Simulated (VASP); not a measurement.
A run of VASP 6.6.1 is set up as follows.

File INCAR:

```
SYSTEM = TiC
ALGO = Normal
EDIFF = 1E-6
ENCUT = 600
GGA = LIBXC
GGA_COMPAT = .False.
ISIF = 2
ISMEAR = -1
LASPH = .True.
LCHARG = .False.
LIBXC1 = GGA_X_B88
LIBXC2 = GGA_C_PBE
LREAL = .False.
LWAVE = .False.
NBANDS = 15
NELM = 120
PREC = Accurate
SIGMA = 0.05
```

KPOINTS

```
k-points
0
Gamma
  11 11 11
  0 0 0
```

The input POSCAR:

```
TiC
1.0
    0.0000000000      2.1665197272      2.1665197272
    2.1665197272      0.0000000000      2.1665197272
    2.1665197272      2.1665197272      0.0000000000
Ti C
1 1
Direct
    0.0000000000      0.0000000000      0.0000000000
    0.5000000000      0.5000000000      0.5000000000
```

Potentials or basis: VASP PAW PBE potentials, release 64 (Ti_sv, C).

Command:

```sh
$ cat potpaw_PBE.64/Ti_sv/POTCAR potpaw_PBE.64/C/POTCAR > POTCAR
$ mpirun -np 1 vasp_std > vasp.out
```

Task: Estimate the band gap on the k mesh.

Result: Zero (bands 8 and 9 overlap by 1.10 eV).

Task: What does it give for the pressure?

Result: 0.1 GPa.

Caveat: the PAW data sets were made with another functional, which shifts forces and pressure a little.
